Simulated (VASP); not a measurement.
Write the native input for VASP 6.6.1 that does the following.

```yaml
Task: single point
Functional: PBEsol
Potentials_or_basis: VASP PAW PBE potentials, release 64 (Pt, S)
Cutoff: 520 eV
k_mesh: 12 × 12 × 8
Occupations: gaussian, width 0.05 eV
Spin: no spin polarisation
Dipole_correction: no
Further_INCAR_settings: ALGO = Normal; EDIFF = 1e-06; NBANDS = 18
```

The structure of PtS2 lies in POSCAR:

```
PtS2
1.0
    3.5431994758      0.0000000000      0.0000000000
   -1.7715997379      3.0685007567      0.0000000000
    0.0000000000      0.0000000000      5.0388000000
Pt S
1 2
Direct
    0.0000000000      0.0000000000      0.0000000000
    0.3214048564      0.6992558716      0.2500000000
    0.6666666667      0.3333333333      0.7500000000
```

This cell differs from its parent crystal: atom 2 (S) moved by (-0.100, +0.100) A along x and y.

These files were run (other wordings do the same):

INCAR

```
SYSTEM = PtS2
  PREC = Accurate
  ENCUT = 520
  EDIFF = 1E-6
  ISMEAR = 0
  SIGMA = 0.05
  LREAL = .FALSE.
  LASPH = .TRUE.
  NELM = 100
  ALGO = Normal
  ISIF = 2
  LWAVE = .FALSE.
  LCHARG = .FALSE.
  GGA = PS
  NBANDS = 18
```

KPOINTS

```
Automatic mesh
0
G
  12 12 8
  0 0 0
```

Potentials or basis: VASP PAW PBE potentials, release 64 (Pt, S).

Run with:

```console
$ cat potpaw_PBE.64/Pt/POTCAR potpaw_PBE.64/S/POTCAR > POTCAR
$ mpirun -np 1 vasp_std > vasp.out
```

Results of the run:

* Pressure: -2.2 GPa
* Largest force: 1.374 eV/Å
* Band gap on the k mesh: 0.38 eV (least direct gap 0.60 eV)

Caveat: the cell differs from its parent crystal (atom 2 (S) moved by (-0.100, +0.100) A along x and y); the PAW data sets were made with another functional, which shifts forces and pressure a little; spin-orbit coupling is left out, which moves the levels of the heavy elements.

Wall time 2.6 min on 1 thread of Intel(R) Xeon(R) 6975P-C (Granite Rapids) (shared host), peak memory 0.61 GiB.
